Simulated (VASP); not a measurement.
A run of VASP 6.6.1:

File INCAR:

```
  ALGO = Normal
  DIPOL = 0.5 0.5 0.348
  EDIFF = 1E-6
  ENCUT = 520
  GGA = PE
  GGA_COMPAT = F
  IDIPOL = 3
  ISIF = 2
  ISMEAR = 0
  ISPIN = 2
  LASPH = T
  LCHARG = F
  LDIPOL = T
  LORBIT = 11
  LREAL = F
  LWAVE = F
  MAGMOM = 0 0 0 0 0 0 1
  NBANDS = 40
  NELM = 200
  NELMDL = -8
  PREC = Accurate
  SIGMA = 0.05
```

Contents of KPOINTS:

```
k-points
0
Gamma
  8 8 1
```

File POSCAR:

```
Ga3HN3
1.0
    3.2165072845      0.0000000000      0.0000000000
    0.0000000000      3.2165072845      0.0000000000
    0.0000000000      0.0000000000     21.2198073008
N Ga H
3 3 1
Direct
    0.0000000000      0.5000000000      0.1885031256
    0.5000000000      0.0000000000      0.2956866679
    0.0000000000      0.5000000000      0.4029970648
    0.5000000000      0.5000000000      0.2420948967
    0.0000000000      0.0000000000      0.3470972837
    0.5000000000      0.5000000000      0.4580535140
    0.7500000000      0.8750000000      0.5018553616
```

Potentials or basis: VASP PAW PBE potentials, release 64 (N, Ga_d, H).

Launch:

```bash
$ cat potpaw_PBE.64/N/POTCAR potpaw_PBE.64/Ga_d/POTCAR potpaw_PBE.64/H/POTCAR > POTCAR
$ mpirun -np 1 vasp_std > vasp.out
```

Hardware: 1 thread of Intel(R) Xeon(R) 6975P-C (Granite Rapids) (shared host).

Q: How long does it take, and how much memory?

A: Run time: 14 min on 1 thread of Intel(R) Xeon(R) 6975P-C (Granite Rapids), with other jobs on the host, peak memory 0.64 GiB. Counts: scf iterations 44, k points 34.
